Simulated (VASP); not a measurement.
Wanted: the native input for a VASP 6.6.1 run.

```yaml
Task: single point
Functional: PBE
Potentials_or_basis: VASP PAW PBE potentials, release 64 (B, N)
Cutoff: 520 eV
k_mesh: 12 × 12 × 12
Occupations: gaussian, width 0.05 eV
Spin: no spin polarisation
Dipole_correction: no
Further_INCAR_settings: ALGO = Normal; EDIFF = 1e-07; NBANDS = 11
```

The structure of BN lies in POSCAR:

```
BN
1.0
    0.0000000000      1.9615548134      1.8238538478
    1.8238538478      0.0000000000      1.8238538478
    1.8238538478      1.9615548134      0.0000000000
B N
1 1
Direct
    0.0000000000      0.0000000000      0.0000000000
    0.7500000000      0.7500000000      0.7500000000
```

This cell differs from its parent crystal: volume 6.525 Å^3 an atom, c/a of the conventional cell 1.0755.

One way to write it, as run:

INCAR

```
ALGO = Normal
EDIFF = 1E-7
ENCUT = 520
GGA = PE
ISIF = 2
ISMEAR = 0
LASPH = T
LCHARG = F
LREAL = F
LWAVE = F
NBANDS = 11
NELM = 60
PREC = Accurate
SIGMA = 0.05
```

KPOINTS

```
k-points
0
Gamma
  12 12 12
```

Potentials or basis: VASP PAW PBE potentials, release 64 (B, N).

The run is started by

```sh
$ cat potpaw_PBE.64/B/POTCAR potpaw_PBE.64/N/POTCAR > POTCAR
$ mpirun -np 1 vasp_std > vasp.out
```

Results of the run:

```json
{"Pressure": "-28.7 GPa", "Band gap on the k mesh": "3.74 eV, indirect (least direct gap 7.93 eV)"}
```

Run time: 49 s on 1 thread of AMD EPYC 7R13 (shared host), peak memory 0.1 GiB.
